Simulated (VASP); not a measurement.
Input of a VASP 6.6.1 run:

Contents of INCAR:

```
SYSTEM = NaCl
PREC = Accurate
ENCUT = 500
EDIFF = 1E-6
ISMEAR = 0
SIGMA = 0.01
LREAL = .False.
LASPH = .True.
NELM = 120
ALGO = Normal
ISIF = 2
LWAVE = .False.
LCHARG = .False.
GGA = RE
NBANDS = 14
GGA_COMPAT = .False.
```

The input KPOINTS:

```
Automatic mesh
0
Gamma
  8 8 8
  0 0 0
```

The input POSCAR:

```
NaCl
1.0
    3.4061908600      0.0000000000      0.0000000000
    0.0000000000      3.4061908600      0.0000000000
    0.0000000000      0.0000000000      3.4061908600
Cl Na
1 1
Direct
    0.5000000000      0.5000000000      0.5000000000
    0.0000000000      0.0000000000      0.0000000000
```

Potentials or basis: VASP PAW PBE potentials, release 64 (Cl, Na_pv).

The run is started by

```sh
$ cat potpaw_PBE.64/Cl/POTCAR potpaw_PBE.64/Na_pv/POTCAR > POTCAR
$ mpirun -np 1 vasp_std > vasp.out
```

(1) What does it give for the band gap on the k mesh?

(2) What does it give for the pressure?

Results:

(1) 4.54 eV (least direct gap 5.09 eV).

(2) 4.5 GPa.

Caveat: the cell stands under pressure; the PAW data sets were made with another functional, which shifts forces and pressure a little.
